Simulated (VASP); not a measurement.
# ZnAg: single point with LDA

Crystal: ZnAg.

```
CELL_PARAMETERS angstrom
1.55083 -2.29968 0.00000
1.55083 2.29968 0.00000
0.00000 0.00000 4.42916
ATOMIC_POSITIONS crystal
Zn 0.50000 0.50000 0.50000
Ag 0.00000 0.00000 0.00000
```

```json
{
 "Program": "VASP 6.6.1",
 "Task": "single point",
 "Functional": "LDA",
 "Potentials or basis": "VASP PAW LDA potentials, release 64 (Zn, Ag)",
 "Cutoff": "520 eV",
 "k mesh": "12 × 12 × 7",
 "Occupations": "fermi-dirac, width 0.15 eV",
 "Spin": "no spin polarisation"
}
```

```yaml
Pressure: -6.5 GPa
Band_gap_on_the_k_mesh: zero (an odd number of electrons rules out a gap without spin polarisation)
```

Stress tensor (GPa, compression positive):
```
-6.20  0.00  0.00
 0.00 -5.99  0.00
 0.00  0.00 -7.16
```

Levels at points of the mesh, in eV from the Fermi level:
```tsv
k point	band 10	band 11	band 12	band 13	band 14	band 15
(0.00, 0.00, 0.00)	-4.06	-3.94	-1.42	1.99	12.39	13.03
(0.50, 0.00, 0.00)	-3.58	-2.90	-0.71	5.34	6.24	7.01
(0.50, 0.50, 0.00)	-3.07	-1.93	1.01	4.89	5.57	5.79
```

Run time: 86 s on 1 thread of Intel Xeon 8259CL, on a shared host, peak memory 0.22 GiB.

Caveat: the cell stands under tension.
